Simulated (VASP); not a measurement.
Crystal: Ti.

```
Ti
1.0
    -1.64100    1.64100    1.64100
     1.64100   -1.64100    1.64100
     1.64100    1.64100   -1.64100
Ti
1
Direct
  0.00000 0.00000 0.00000
```

| Quantity | Value |
| --- | --- |
| Program | VASP 6.6.1 |
| Task | relaxation of cell and atoms |
| Functional | BLYP |
| Dispersion | D4 |
| Potentials or basis | VASP PAW PBE potentials, release 64 (Ti_sv) |
| Cutoff | 600 eV |
| k mesh | 11 × 11 × 11 |
| Occupations | fermi-dirac, width 0.05 eV |
| Spin | no spin polarisation |

At the start: pressure -3.8 GPa; volume 17.68 Å³/atom.

Task: How do energy, volume and symmetry change on relaxing?

Result: Over 3 steps the energy falls by 8.0 meV/atom and the volume is 17.02 Å³/atom (-3.7 %); space group Im-3m (No. 229, to 0.05 Å).

The path:
```tsv
step	energy change (eV)	largest force (eV/Å)	pressure (GPa)	volume (Å³)
1	0.0000	0.0000	-3.78	17.68
2	-0.0051	0.0000	2.47	16.63
3	-0.0080	0.0000	-0.04	17.02
```

Final structure:
```cif
data_structure
_symmetry_space_group_name_H-M 'P 1'
_symmetry_Int_Tables_number 1
_cell_length_a 2.8065
_cell_length_b 2.8065
_cell_length_c 2.8065
_cell_angle_alpha 109.471
_cell_angle_beta 109.471
_cell_angle_gamma 109.471
_cell_volume 17.02
loop_
_atom_site_label
_atom_site_type_symbol
_atom_site_fract_x
_atom_site_fract_y
_atom_site_fract_z
_atom_site_occupancy
Ti1 Ti 0.00000 0.00000 0.00000 1
```

Caveat: the PAW data sets were made with another functional, which shifts forces and pressure a little; pairwise dispersion overbinds metals, which lowers pressure and volume.
